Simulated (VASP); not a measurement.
A run of VASP 6.6.1 is set up as follows.

File POSCAR:

```
Rb
1.0
   -2.8692315056      2.9511568615      2.7308451955
    2.9511568615     -2.8692315056      2.7308451955
    2.9578668615      2.9578668615     -2.6422098397
Rb
1
Direct
    0.0000000000      0.0000000000      0.0000000000
```

Contents of INCAR.step1:

```
SYSTEM = Rb
PREC = Accurate ; ENCUT = 520
ISMEAR = -1 ; SIGMA = 0.08
LREAL = .FALSE. ; LASPH = .TRUE.
NELM = 100 ; NBANDS = 10
GGA = PE ; ALGO = Normal
EDIFF = 1E-4 ; LWAVE = .TRUE.
LCHARG = .FALSE.
```

File INCAR.step2:

```
SYSTEM = Rb
PREC = Accurate ; ENCUT = 520
EDIFF = 1E-8 ; ISMEAR = -1
SIGMA = 0.08 ; LREAL = .FALSE.
LASPH = .TRUE. ; NELM = 100
ALGO = Normal ; ISIF = 2
LWAVE = .FALSE. ; LCHARG = .FALSE.
METAGGA = R2SCAN ; LMIXTAU = .TRUE.
LEFG = .TRUE. ; NBANDS = 10
ISTART = 1
```

File KPOINTS:

```
Automatic mesh
0
G
  10 10 10
  0 0 0
```

Potentials or basis: VASP PAW PBE potentials, release 64 (Rb_sv).

Launch:

```console
$ cat potpaw_PBE.64/Rb_sv/POTCAR > POTCAR
$ cp INCAR.step1 INCAR
$ mpirun -np 1 vasp_std > vasp.out
$ cp INCAR.step2 INCAR
$ mpirun -np 1 vasp_std > vasp.out
```

**Question.** What does it give for the pressure?

**Answer.** 0.0 GPa.

**Question.** What does it give for the band gap on the k mesh?

**Answer.** Zero (an odd number of electrons rules out a gap without spin polarisation).

Electric field gradients, principal values (V/Å²):
```tsv
atom	least	middle	greatest (by size)
1 Rb	0.997	1.247	-2.244
```

Caveat: the cell differs from its parent crystal (equal xy, yz and zx shear strains of +3 %); without QUAD_EFG the Cq values of the log hold for a quadrupole moment of 1 mb, not for the nuclei; the PAW data sets were made with another functional, which shifts forces and pressure a little.
